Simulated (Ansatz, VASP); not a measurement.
## Be3OsC2: VASP beside Ansatz

```
CELL_PARAMETERS angstrom
4.59242 0.00000 0.00000
-2.29621 3.97715 0.00000
0.00000 0.00000 5.16492
ATOMIC_POSITIONS crystal
Be 0.50000 0.00000 0.50000
Be 0.00000 0.50000 0.50000
Be 0.50000 0.50000 0.50000
Os 0.00000 0.00000 0.50000
C 0.00000 0.00000 0.12641
C 0.00000 0.00000 0.87359
```

Alike in both runs: functional PBE; k mesh 12 × 12 × 8; occupations gaussian, width 0.1 eV; no spin polarisation.

Ansatz relaxed the structure, and its values are those at the end. VASP's run is a single point on that final structure, the one shown.

|  | VASP | Ansatz |
| --- | --- | --- |
| version | VASP 6.6.1 | Ansatz 0.2.0 |
| potentials or method | VASP PAW PBE potentials, release 64 (Be, Os, C), cutoff 520 eV | scalar-relativistic, plane waves, PAW |
| valence electrons in the cell | 22 | 30 |

```tsv
	VASP	Ansatz	Ansatz less VASP
gap on the k mesh at the Fermi level (eV)	none	none	-
pressure (GPa)	0.3	0.0	-0.27
rms of the force components (eV/Å)	0.024	0.002	-0.0220
```

A gap of «none» marks a metal or a gap that the smearing closes. The functional is the same, so the differences come from potentials, cutoffs and numerics. VASP's potentials hold 22 valence electrons a cell and Ansatz's 30, so a difference there can come from the potentials and not from the codes.

Spin-orbit coupling is off throughout.
